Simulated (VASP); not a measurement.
# Ta (P6_322) in VASP: single point with r2SCAN

Aim: the single point of Ta with r2SCAN.

Everything below comes from runs of VASP 6.6.1. Logs are shortened: lines on timing, memory, paths and dates and some standing lists are left out, and cuts for length are marked.

### Step 1. The cell of the first run

Symmetry: P6_322, No. 182, hexagonal system. The conventional cell has a = 5.016 Å, b = 5.016 Å, c = 7.729 Å, α = 90.00°, β = 90.00°, γ = 120.00°. Within 3.4 Å of Ta (site symmetry 2) lie 8 Ta at 2.57 to 2.94 Å. Within 3.4 Å of Ta (site symmetry 32) lie 6 Ta at 2.57 Å.

### Step 2. Single point, r2SCAN (strain +0.000 along x and y, -0.080 along z)

The input, POSCAR:

```
Ta
1.0
    5.0161950319      0.0000000000      0.0000000000
   -2.5080975160      4.3441523279      0.0000000000
    0.0000000000      0.0000000000      7.7289341401
Ta
8
Direct
    0.0000000000      0.3235295489      0.0000000000
    0.3235295489      0.0000000000      0.0000000000
    0.6764704511      0.6764704511      0.0000000000
    0.0000000000      0.6764704511      0.5000000000
    0.6764704511      0.0000000000      0.5000000000
    0.3235295489      0.3235295489      0.5000000000
    0.6666666667      0.3333333333      0.7500000000
    0.3333333333      0.6666666667      0.2500000000
```

The input, INCAR.step1:

```
ALGO = Normal
EDIFF = 1E-4
ENCUT = 520
GGA = PE
ISMEAR = 0
LASPH = T
LCHARG = F
LREAL = F
LWAVE = T
NBANDS = 54
NELM = 60
PREC = Accurate
SIGMA = 0.15
```

The input, INCAR.step2:

```
ALGO = Normal
EDIFF = 1E-7
ENCUT = 520
ISIF = 2
ISMEAR = 0
ISTART = 1
LASPH = T
LCHARG = F
LMIXTAU = T
LREAL = F
LWAVE = F
METAGGA = R2SCAN
NBANDS = 54
NELM = 60
PREC = Accurate
SIGMA = 0.15
```

The input, KPOINTS:

```
k-points
0
Gamma
  12 12 6
```

Potentials or basis: VASP PAW PBE potentials, release 64 (Ta_pv).

Launch:

```sh
> cat potpaw_PBE.64/Ta_pv/POTCAR > POTCAR
> cp INCAR.step1 INCAR
> mpirun -np 1 vasp_std > vasp.out
> cp INCAR.step2 INCAR
> mpirun -np 1 vasp_std > vasp.out
```

OUTCAR:

```text
EDIFF = 1E-7
   ENCUT = 520
   ISIF = 2
   ISMEAR = 0
   ISTART = 1
   LASPH = T
   LREAL = F
   METAGGA = R2SCAN
   NELM = 60
   PREC = Accurate

 ion  position               nearest neighbor table
   1  0.000  0.324  0.000-   7 2.57   8 2.57   3 2.81   2 2.81   2 2.94   3 2.94   2 2.94   3 2.94

   2  0.324  0.000  0.000-   8 2.57   7 2.57   3 2.81   1 2.81   3 2.94   1 2.94   1 2.94   3 2.94

   3  0.676  0.676  0.000-   7 2.57   8 2.57   1 2.81   2 2.81   2 2.94   1 2.94   1 2.94   2 2.94

   4  0.000  0.676  0.500-   8 2.57   7 2.57   6 2.81   5 2.81   5 2.94   6 2.94   5 2.94   6 2.94

   5  0.676  0.000  0.500-   7 2.57   8 2.57   6 2.81   4 2.81   6 2.94   4 2.94   4 2.94   6 2.94

   6  0.324  0.324  0.500-   8 2.57   7 2.57   4 2.81   5 2.81   5 2.94   4 2.94   4 2.94   5 2.94

   7  0.667  0.333  0.750-   5 2.57   1 2.57   4 2.57   2 2.57   3 2.57   6 2.57
   8  0.333  0.667  0.250-   2 2.57   4 2.57   1 2.57   5 2.57   6 2.57   3 2.57

  LATTYP: Found a hexagonal cell.
 ALAT       =     5.0161950319
 C/A-ratio  =     1.5407961794

  Lattice vectors:

 A1 = (   5.0161950319,   0.0000000000,   0.0000000000)
 A2 = (  -2.5080975160,   4.3441523279,   0.0000000000)
 A3 = (   0.0000000000,   0.0000000000,   7.7289341401)

Analysis of symmetry for initial positions (statically):
=====================================================================
 Subroutine PRICEL returns:
 Original cell was already a primitive cell.

 Routine SETGRP: Setting up the symmetry group for a
 hexagonal supercell.

 Subroutine GETGRP returns: Found 12 space group operations
 (whereof  6 operations were pure point group operations)
 out of a pool of 24 trial point group operations.

The static configuration has the point symmetry D_3 .
 The point group associated with its full space group is D_6 .

Analysis of symmetry for dynamics (positions and initial velocities):
=====================================================================
 Subroutine PRICEL returns:
 Original cell was already a primitive cell.

 Routine SETGRP: Setting up the symmetry group for a
 hexagonal supercell.

 Subroutine GETGRP returns: Found 12 space group operations
 (whereof  6 operations were pure point group operations)
 out of a pool of 24 trial point group operations.

The dynamic configuration has the point symmetry D_3 .
 The point group associated with its full space group is D_6 .

 Subroutine INISYM returns: Found 12 space group operations
 (whereof  6 operations are pure point group operations),
 and found     1 'primitive' translations

----------------------------------------------------------------------------------------

                                     Primitive cell

  volume of cell :     168.4221

  direct lattice vectors                    reciprocal lattice vectors
     5.016195032  0.000000000  0.000000000     0.199354290  0.115097253  0.000000000
    -2.508097516  4.344152328  0.000000000     0.000000000  0.230194506  0.000000000
     0.000000000  0.000000000  7.728934140     0.000000000  0.000000000  0.129383946

  length of vectors
     5.016195032  5.016195032  7.728934140     0.230194506  0.230194506  0.129383946

  position of ions in fractional coordinates (direct lattice)
     0.000000000  0.323529549  0.000000000
     0.323529549  0.000000000  0.000000000
     0.676470451  0.676470451  0.000000000
     0.000000000  0.676470451  0.500000000
     0.676470451  0.000000000  0.500000000
     0.323529549  0.323529549  0.500000000
     0.666666667  0.333333333  0.750000000
     0.333333333  0.666666667  0.250000000

  ion indices of the primitive-cell ions
   primitive index   ion index
                 1           1
                 2           2
                 3           3
                 4           4
                 5           5
                 6           6
                 7           7
                 8           8

----------------------------------------------------------------------------------------

 KPOINTS: k-points

Automatic generation of k-mesh.
 Grid dimensions read from file:
 generate k-points for:   12   12    6

 Generating k-lattice:

  Cartesian coordinates                     Fractional coordinates (reciprocal lattice)
     0.016612858  0.009591438  0.000000000     0.083333333  0.000000000  0.000000000
     0.000000000  0.019182876  0.000000000     0.000000000  0.083333333  0.000000000
     0.000000000  0.000000000  0.021563991     0.000000000  0.000000000  0.166666667

  Length of vectors
     0.019182876  0.019182876  0.021563991

  Shift w.r.t. Gamma in fractional coordinates (k-lattice)
     0.000000000  0.000000000  0.000000000

 Subroutine IBZKPT returns following result:
 ===========================================

 Found     76 irreducible k-points:

 Following reciprocal coordinates:
            Coordinates               Weight
  0.000000  0.000000  0.000000      1.000000
  0.083333  0.000000  0.000000      6.000000
  0.166667  0.000000  0.000000      6.000000
  0.250000  0.000000  0.000000      6.000000
  0.333333  0.000000  0.000000      6.000000
  0.416667  0.000000  0.000000      6.000000
[... 16 lines left out ...]
  0.250000  0.000000  0.166667     12.000000
  0.333333  0.000000  0.166667     12.000000
 [... further k-points ...]
   k-points           NKPTS =     76   k-points in BZ     NKDIM =     76   number of bands    NBANDS=     54
   number of dos      NEDOS =    301   number of ions     NIONS =      8
   total plane-waves  NPLWV =  96000
   dimension x,y,z NGX =    40 NGY =   40 NGZ =   60
   dimension x,y,z NGXF=    80 NGYF=   80 NGZF=  120
   ions per type =               8
   NGX,Y,Z   is equivalent  to a cutoff of  13.26, 13.26, 12.91 a.u.
   NGXF,Y,Z  is equivalent  to a cutoff of  26.51, 26.51, 25.81 a.u.
 SYSTEM =  unknown system
   PREC   = accura    normal or accurate (medium, high low for compatibility)
   ISTART =      1    job   : 0-new  1-cont  2-samecut
   ICHARG =      0    charge: 1-file 2-atom 10-const
   ISPIN  =      1    spin polarized calculation?
   LNONCOLLINEAR =      F non collinear calculations
   LSORBIT =      F    spin-orbit coupling
   LASPH  =      T    aspherical Exc in radial PAW
   ENCUT  =  520.0 eV  38.22 Ry    6.18 a.u.   9.33  9.33 14.37*2*pi/ulx,y,z
   NELM   =     60;   NELMIN=  2; NELMDL=  0     # of ELM steps
   EDIFF  = 0.1E-06   stopping-criterion for ELM
   LREAL  =      F    real-space projection
   EDIFFG = 0.1E-05   stopping-criterion for IOM
   NSW    =      0    number of steps for IOM
   IBRION =     -1    ionic relax: 0-MD 1-quasi-New 2-CG
   NFREE  =      0    steps in history (QN), initial steepest desc. (CG)
   ISIF   =      2    stress and relaxation
   ISYM   =      2    0-nonsym 1-usesym 2-fastsym
   POTIM  = 0.5000    time-step for ionic-motion
   TEBEG  =    0.0;   TEEND  =   0.0 temperature during run
   PSTRESS=    0.0 pullay stress
   NELECT =      88.0000    total number of electrons
   NUPDOWN=      -1.0000    fix difference up-down
   EMIN   =  10.00;   EMAX   =-10.00  energy-range for DOS
   EFERMI =   0.00;   METHOD = LEGACY
   ISMEAR =     0;   SIGMA  =   0.15  broadening in eV -4-tet -1-fermi 0-gaus
   EFERMI_NEDOS =   21; number of points for ismear=-14 and -15
   IALGO  =     38    algorithm
   IMIX   =      4    mixing-type and parameters
     AMIX     =   0.40;   BMIX     =  1.00
     AMIX_MAG =   1.60;   BMIX_MAG =  1.00
  volume/ion in A,a.u.               =      21.05       142.07
  Fermi-wavevector in a.u.,A,eV,Ry     =   1.318569  2.491733 23.655401  1.738623
  Thomas-Fermi vector in A             =   2.448529
   LORBIT       =      0    0 simple, 1 ext, 2 COOP (PROOUT), +10 PAW based schemes
   METAGGA = R2SCAN    functional components
   LHFCALC =     F    Hartree Fock is set to
   AEXX    =    0.0000 exact exchange contribution
   IVDW    =     0    specifies the selected vdW correction
   LEPSILON=     F    determine dielectric tensor
   LRPA    =     F    only Hartree local field effects (RPA)
 non-spin polarized calculation
 Gauss-broadening in eV      SIGMA  =   0.15
  energy-cutoff  :      520.00
  volume of cell :      168.42
 maximum number of plane-waves:      4571
 NGX is ok and might be reduce to    40
   NGX = 19   NGY = 19   NGZ = 29

 number of electron      88.0000009 magnetization

 Free energy of the ion-electron system (eV)
  ---------------------------------------------------
  ext. energy  EPLUGINS =         0.00000000
  ---------------------------------------------------
  free energy    TOTEN  =      -376.92269170 eV

  energy without entropy =     -376.83796305  energy(sigma->0) =     -376.88032737

 E-fermi :   4.3252     XC(G=0): -12.5151

 val. band max:        4.3226866537   @ k =   0.1667   0.1667   0.0000
 cond. band min:       4.3287895898   @ k =   0.5000   0.0000   0.1667
 fundamental gap:      0.0061029361
 Fermi energy:         4.3252266716

 k-point     1 :       0.0000    0.0000    0.0000
  band No.  band energies     occupation
      1     -32.0435      2.00000
      2     -31.5274      2.00000
      3     -31.4193      2.00000
      4     -31.4193      2.00000
      5     -31.4013      2.00000
      6     -31.4013      2.00000
[... 46 lines left out ...]
     53       5.8196      0.00000
     54       7.3209      0.00000

 k-point     2 :       0.0833    0.0000    0.0000
  band No.  band energies     occupation
      1     -32.0437      2.00000
      2     -31.5808      2.00000
      3     -31.4454      2.00000
      4     -31.4269      2.00000
      5     -31.3908      2.00000
      6     -31.3328      2.00000
[... 46 lines left out ...]
     53       5.8557      0.00000
     54       6.9729      0.00000

 k-point     3 :       0.1667    0.0000    0.0000
  band No.  band energies     occupation
      1     -32.0421      2.00000
      2     -31.6500      2.00000
      3     -31.4831      2.00000
      4     -31.4315      2.00000
      5     -31.3908      2.00000
      6     -31.3664      2.00000
[... 46 lines left out ...]
     53       5.9486      0.00000
     54       6.5177      0.00000
[... 1084 lines left out ...]
 k-point    23 :       0.2500    0.0000    0.1667
  band No.  band energies     occupation
      1     -32.0126      2.00000
      2     -31.7134      2.00000
      3     -31.5439      2.00000
      4     -31.4361      2.00000
      5     -31.4172      2.00000
      6     -31.3459      2.00000
[... 46 lines left out ...]
     53       6.1290      0.00000
     54       6.2454      0.00000

 k-point    24 :       0.3333    0.0000    0.1667
  band No.  band energies     occupation
      1     -32.0071      2.00000
      2     -31.7297      2.00000
      3     -31.5554      2.00000
      4     -31.4571      2.00000
      5     -31.4289      2.00000
      6     -31.3326      2.00000
[... 46 lines left out ...]
     53       6.5691      0.00000
     54       6.6887      0.00000

 [... further k-points ...]
[... 5 lines left out ...]
  --------------------------------------------------------------------------------------
  -------------------------------------------------------------------------------------
  Total       11.1356532     11.1356532     14.4679798     -0.0000000     -0.0000000      0.0000000
  in kB      105.9320103    105.9320103    137.6319969     -0.0000000     -0.0000000      0.0000000
  external PRESSURE =     116.4986725 kB  Pullay stress =       0.0000000 kB

 VOLUME and BASIS-vectors are now :
 -----------------------------------------------------------------------------
  energy-cutoff  :      520.00
  volume of cell :      168.42
      direct lattice vectors                 reciprocal lattice vectors
     5.016195032  0.000000000  0.000000000     0.199354290  0.115097253  0.000000000
    -2.508097516  4.344152328  0.000000000     0.000000000  0.230194506  0.000000000
     0.000000000  0.000000000  7.728934140     0.000000000  0.000000000  0.129383946

 POSITION                                       TOTAL-FORCE (eV/Angst)
 -----------------------------------------------------------------------------------
     -0.81144      1.40546      0.00000         0.389212     -0.674135      0.000000
      1.62289      0.00000      0.00000        -0.778424     -0.000000      0.000000
      1.69665      2.93869      0.00000         0.389212      0.674135      0.000000
     -1.69665      2.93869      3.86447        -0.389212      0.674135      0.000000
      3.39331      0.00000      3.86447         0.778424     -0.000000     -0.000000
      0.81144      1.40546      3.86447        -0.389212     -0.674135      0.000000
      2.50810      1.44805      5.79670        -0.000000     -0.000000      0.000000
     -0.00000      2.89610      1.93223        -0.000000     -0.000000      0.000000
 -----------------------------------------------------------------------------------
    total drift:                               -0.000000      0.000000      0.000000

  FREE ENERGIE OF THE ION-ELECTRON SYSTEM (eV)
  ---------------------------------------------------
  free  energy   TOTEN  =      -376.9226916962 eV

  energy  without entropy=     -376.8379630536  energy(sigma->0) =     -376.88032737
```

Wall time 1.9 h (1 thread of Oxide Virtual Turin-like, shared host); peak memory 0.61 GiB.

Results:

* Free energy: -376.9227 eV
* Pressure: 11.6 GPa
* Largest force: 0.778 eV/Å
* Band gap on the k mesh: zero (bands 44 and 45 overlap by 0.39 eV)

Forces on the atoms (eV/Å):
```
Ta   0.389 -0.674  0.000
Ta  -0.778  0.000  0.000
Ta   0.389  0.674  0.000
Ta  -0.389  0.674  0.000
Ta   0.778  0.000  0.000
Ta  -0.389 -0.674  0.000
Ta   0.000  0.000  0.000
Ta   0.000  0.000  0.000
```

Caveat: the cell differs from its parent crystal (strain +0.000 along x and y, -0.080 along z); the cell stands under pressure; the PAW data sets were made with another functional, which shifts forces and pressure a little; spin-orbit coupling is left out, which moves the levels of the heavy elements.
